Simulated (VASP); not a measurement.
Here is a VASP 6.6.1 calculation.

The input INCAR:

```
PREC = Accurate ; ENCUT = 520
EDIFF = 1E-6 ; ISMEAR = 0
SIGMA = 0.15 ; LREAL = F
LASPH = T ; NELM = 100
ALGO = Normal ; ISIF = 2
LWAVE = F ; LCHARG = F
GGA = PS ; NBANDS = 16
```

Contents of KPOINTS:

```
regular mesh
0
Gamma
  18 18 18
```

File POSCAR:

```
AgO
1.0
    0.0000000000      2.2660147575      2.7192177091
    2.2660147575      0.0000000000      2.7192177091
    2.2660147575      2.2660147575      0.0000000000
Ag O
1 1
Direct
    0.0000000000      0.0000000000      0.0000000000
    0.7500000000      0.7500000000      0.7500000000
```

Potentials or basis: VASP PAW PBE potentials, release 64 (Ag, O).

The run is started by

```bash
$ cat potpaw_PBE.64/Ag/POTCAR potpaw_PBE.64/O/POTCAR > POTCAR
$ mpirun -np 1 vasp_std > vasp.out
```

(1) Predict the pressure.

(2) What does it give for the band gap on the k mesh?

## Answers

(1) 7.7 GPa.

(2) zero (an odd number of electrons rules out a gap without spin polarisation).

Caveat: the cell stands under pressure; the PAW data sets were made with another functional, which shifts forces and pressure a little; an odd number of electrons without spin polarisation forces a metal; a magnetic or distorted state may lie lower.
